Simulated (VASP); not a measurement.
Here is a VASP 6.6.1 calculation.

Contents of INCAR:

```
PREC = Accurate
ENCUT = 600
EDIFF = 1E-6
ISMEAR = -1
SIGMA = 0.05
LREAL = F
LASPH = T
NELM = 80
ALGO = Normal
ISIF = 3
LWAVE = F
LCHARG = F
GGA = PE
IVDW = 12
IBRION = 2
NSW = 80
EDIFFG = -0.02
```

Contents of KPOINTS:

```
regular mesh
0
Gamma
  7 7 7
```

Contents of POSCAR:

```
TePb
1.0
    4.0022870000      0.0000000000      0.0000000000
    0.0000000000      4.0022870000      0.0000000000
    0.0000000000      0.0000000000      4.0022870000
Pb Te
1 1
Direct
    0.0000000000      0.0000000000      0.0000000000
    0.5000000000      0.5000000000      0.5000000000
```

Potentials or basis: VASP PAW PBE potentials, release 64 (Pb_d, Te).

The run is started by

```bash
$ cat potpaw_PBE.64/Pb_d/POTCAR potpaw_PBE.64/Te/POTCAR > POTCAR
$ mpirun -np 1 vasp_std > vasp.out
```

**Question.** Predict the space group after relaxing (to 0.05 Å).

**Answer.** Pm-3m (No. 221).

**Question.** Estimate the dispersion energy per atom.

**Answer.** -0.443 eV.

**Question.** Estimate the relaxed volume.

**Answer.** 30.47 Å³/atom.

**Question.** What does it give for the band gap on the k mesh?

**Answer.** Zero (band 10 reaches 7.15 eV, above the bottom of band 11 at 6.25 eV).

Step by step:
```csv
step,energy change (eV),largest force (eV/Å),pressure (GPa),volume (Å³)
1,0.0000,0.0000,-1.62,64.11
2,-0.0197,0.0000,-0.19,61.16
3,-0.0199,0.0000,-0.04,60.94
```

Caveat: spin-orbit coupling is left out, which moves the levels of the heavy elements; pairwise dispersion overbinds metals, which lowers pressure and volume.
